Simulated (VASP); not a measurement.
Set up this calculation in VASP 6.6.1, as the native input.

```yaml
Task: single point
Functional: PBE
Potentials_or_basis: VASP PAW PBE potentials, release 64 (Zr_sv)
Cutoff: 520 eV
k_mesh: 7 × 7 × 10
Occupations: fermi-dirac, width 0.05 eV
Spin: collinear spin, ferromagnetic start
Starting_moments: "[1.0, 1.0, 1.0] μB"
Dipole_correction: no
Further_INCAR_settings: ALGO = Normal; EDIFF = 1e-06; NBANDS = 29
```

The structure of Zr lies in POSCAR:

```
Zr
1.0
    5.0422730776      0.0000000000      0.0000000000
   -2.5211365388      4.3667365780      0.0000000000
    0.0000000000      0.0000000000      3.1475788115
Zr
3
Direct
    1.0000000000      0.0000000000      0.0000000000
    0.3333333333      0.6666666667      0.5000000000
    0.6666666667      0.3333333333      0.5000000000
```

These files were run (other wordings do the same):

INCAR

```
SYSTEM = Zr
PREC = Accurate ; ENCUT = 520
EDIFF = 1E-6 ; ISMEAR = -1
SIGMA = 0.05 ; LREAL = .False.
LASPH = .True. ; NELM = 150
ALGO = Normal ; ISIF = 2
LWAVE = .False. ; LCHARG = .False.
ISPIN = 2 ; MAGMOM = 1 1 1
LORBIT = 11 ; LMAXMIX = 4
GGA = PE ; NBANDS = 29
```

KPOINTS

```
regular mesh
0
Gamma
  7 7 10
  0 0 0
```

Potentials or basis: VASP PAW PBE potentials, release 64 (Zr_sv).

The run is started by

```sh
$ cat potpaw_PBE.64/Zr_sv/POTCAR > POTCAR
$ mpirun -np 1 vasp_std > vasp.out
```

It gave:

```yaml
Pressure: 0.0 GPa
Band_gap_on_the_k_mesh: zero (filled and empty bands overlap)
Net_moment: 0.00 μB per cell
Valence_electrons_inside_the_program's_atomic_spheres: Zr 9.71, 9.90
```

Wall time 4.4 min on 1 thread of AMD EPYC 7R43 64-Core Processor (Zen 3) (shared host), peak memory 0.26 GiB.
